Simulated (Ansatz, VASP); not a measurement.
One calculation of Hf, two programs

Contents of INCAR:

```
SYSTEM = Hf
  PREC = Accurate
  ENCUT = 520
  EDIFF = 1E-6
  ISMEAR = -1
  SIGMA = 0.03
  LREAL = .FALSE.
  LASPH = .TRUE.
  NELM = 80
  ALGO = Normal
  ISIF = 2
  LWAVE = .FALSE.
  LCHARG = .FALSE.
  GGA = PS
  NBANDS = 11
```

KPOINTS

```
Automatic mesh
0
G
  16 16 16
  0 0 0
```

The input POSCAR:

```
Hf
1.0
    0.0000000000      2.2051002222      2.2051002222
    2.2051002222      0.0000000000      2.2051002222
    2.2051002222      2.2051002222      0.0000000000
Hf
1
Direct
    0.0000000000      0.0000000000      0.0000000000
```

Input for Ansatz:

```yaml
crystal:
  lattice:
    - [0.0, 2.2051002222, 2.2051002222]
    - [2.2051002222, 0.0, 2.2051002222]
    - [2.2051002222, 2.2051002222, 0.0]
  atoms:
    - { symbol: Hf, position: [0.0, 0.0, 0.0] }
kpoints:
  mp_grid: { grid: [16, 16, 16] }
  band_path:
    path:
      - [0.0, 0.0, 0.0]
      - [0.5, 0.0, 0.5]
      - [0.625, 0.25, 0.625]
      - [0.375, 0.375, 0.75]
      - [0.0, 0.0, 0.0]
      - [0.5, 0.5, 0.5]
      - [0.5, 0.25, 0.75]
      - [0.5, 0.0, 0.5]
    npoints: 5
scf:
  occupations: { method: fermi_dirac, width: 0.03 }
hamiltonian:
  xc: pbesol
  pseudopotentials: { kind: all_electron, lapw: { basis_error: 0.00025 } }
output:
  forces: true
  stress: true
  eigenvalues: true
```

Change from the starting cell: volume scaled by 0.98.

Alike in both runs: task single point; functional PBEsol; k mesh 16 × 16 × 16; occupations fermi-dirac, width 0.03 eV; no spin polarisation.

|  | VASP | Ansatz |
| --- | --- | --- |
| version | VASP 6.6.1 | Ansatz 0.2.0 |
| potentials or method | VASP PAW PBE potentials, release 64 (Hf_pv), cutoff 520 eV | all-electron LAPW, scalar-relativistic |

```tsv
	VASP	Ansatz	Ansatz less VASP
pressure (GPa)	0.1	0.5	+0.43
```

VASP's potentials were made for PBE, not for PBEsol. Ansatz ran all-electron here, and VASP with PAW potentials.

Neither program's run includes spin-orbit coupling.
